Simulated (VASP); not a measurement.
## Pr3Mo: single point with PBE

Pr3Mo:

```
Pr Mo
1.0
     4.87711    0.00000    0.00000
     0.00000    4.87711    0.00000
     0.00000    0.00000    4.87711
Pr Mo
3 1
Direct
  0.00000 0.50000 0.50000
  0.50000 0.00000 0.50000
  0.50000 0.50000 0.00000
  0.00000 0.00000 0.00000
```

The cell was generated, and may not be a known phase.

```json
{
 "Program": "VASP 6.6.1",
 "Task": "single point",
 "Functional": "PBE",
 "Potentials or basis": "VASP PAW PBE potentials, release 64 (Pr_3, Mo_sv), 4f in core",
 "Cutoff": "500 eV",
 "k mesh": "4 × 4 × 4",
 "Occupations": "gaussian, width 0.1 eV",
 "Spin": "no spin polarisation",
 "Dipole correction": "no",
 "Further INCAR settings": "ALGO = Normal; EDIFF = 1e-06; NBANDS = 32"
}
```

```
Pressure               : -0.2 GPa
Band gap on the k mesh : zero (an odd number of electrons rules out a gap without spin polarisation)
```

Levels at points of the mesh, in eV from the Fermi level:
```tsv
k point	band 21	band 22	band 23	band 24	band 25	band 26
(0.00, 0.00, 0.00)	-2.02	-2.02	-2.02	0.70	0.70	0.70
(0.50, 0.00, 0.00)	-1.13	-0.64	-0.32	-0.32	0.07	0.07
(0.50, 0.50, 0.00)	-0.51	-0.43	-0.39	-0.39	0.17	0.21
(0.50, 0.50, 0.50)	-0.12	-0.12	0.40	0.40	0.40	1.40
```

Run time: 22 s on 1 thread of AMD EPYC 9R45 96-Core Processor (Zen 5), with other jobs on the host, peak memory 0.19 GiB.

Caveat: spin-orbit coupling is left out, which moves the levels of the heavy elements; the 4f electrons are frozen in the core, so they carry no moment and show no levels. Spin polarisation is off, so any magnetic state and its effect on volume and gap are missing.
